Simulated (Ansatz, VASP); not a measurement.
# Two plane-wave programs on Ge

File INCAR:

```
PREC = Accurate
ENCUT = 600
EDIFF = 1E-6
ISMEAR = -1
SIGMA = 0.05
LREAL = False
LASPH = True
NELM = 80
ALGO = Normal
ISIF = 3
LWAVE = False
LCHARG = False
IBRION = 2
NSW = 60
EDIFFG = -0.01
```

The input KPOINTS:

```
regular mesh
0
Gamma
  11 11 10
```

The input POSCAR:

```
Ge
1.0
    1.3971490000     -2.6005160000      0.0000000000
    1.3971490000      2.6005160000      0.0000000000
    0.0000000000      0.0000000000      2.6982310000
Ge
1
Direct
    0.5000000000      0.5000000000      0.0000000000
```

Contents of input.yaml:

```yaml
crystal:
  lattice:
    - [1.397149, -2.600516, 0.0]
    - [1.397149, 2.600516, 0.0]
    - [0.0, 0.0, 2.698231]
  atoms:
    - { symbol: Ge, position: [0.5, 0.5, 0.0] }
hamiltonian:
  xc: lda
  pseudopotentials: { kind: paw }
kpoints:
  mp_grid: { grid: [11, 11, 10] }
scf:
  occupations: { method: fermi_dirac, width: 0.05 }
output:
  forces: true
  stress: true
  eigenvalues: true
relax:
  f_tol: 0.01
  max_steps: 40
  cell: { stress_tol: 0.05 }
```

Alike in both runs: task relaxation of cell and atoms; functional LDA; k mesh 11 × 11 × 10; occupations fermi-dirac, width 0.05 eV; no spin polarisation.

|  | VASP | Ansatz |
| --- | --- | --- |
| version | VASP 6.6.1 | Ansatz 0.2.0 |
| potentials or method | VASP PAW LDA potentials, release 64 (Ge_d) | Ansatz PAW |
| plane-wave cutoff (eV) | 600 | 420 |
| valence electrons in the cell | 14 | 14 |

Ansatz gave:

| Item | Value |
| --- | --- |
| gap on the k mesh at the Fermi level, each at its own relaxed structure (eV) | none |
| relaxed volume (Å³/atom) | 17.97 |
| relaxed cell length with the largest relative difference (Å) | 2.810 |

Task: Estimate VASP's values.

Result: gap on the k mesh at the Fermi level, each at its own relaxed structure (eV): none; relaxed volume (Å³/atom): 17.98; relaxed cell length with the largest relative difference (Å): 2.811.

LDA's correlation is that of Perdew and Zunger in VASP and of Perdew and Wang (1992) in Ansatz. A gap of «none» marks a metal or a gap that the smearing closes.

Noted on Ansatz's run: the plane-wave basis is chosen anew once the cell has moved, so the energies of steps on either side of that aren't comparable.
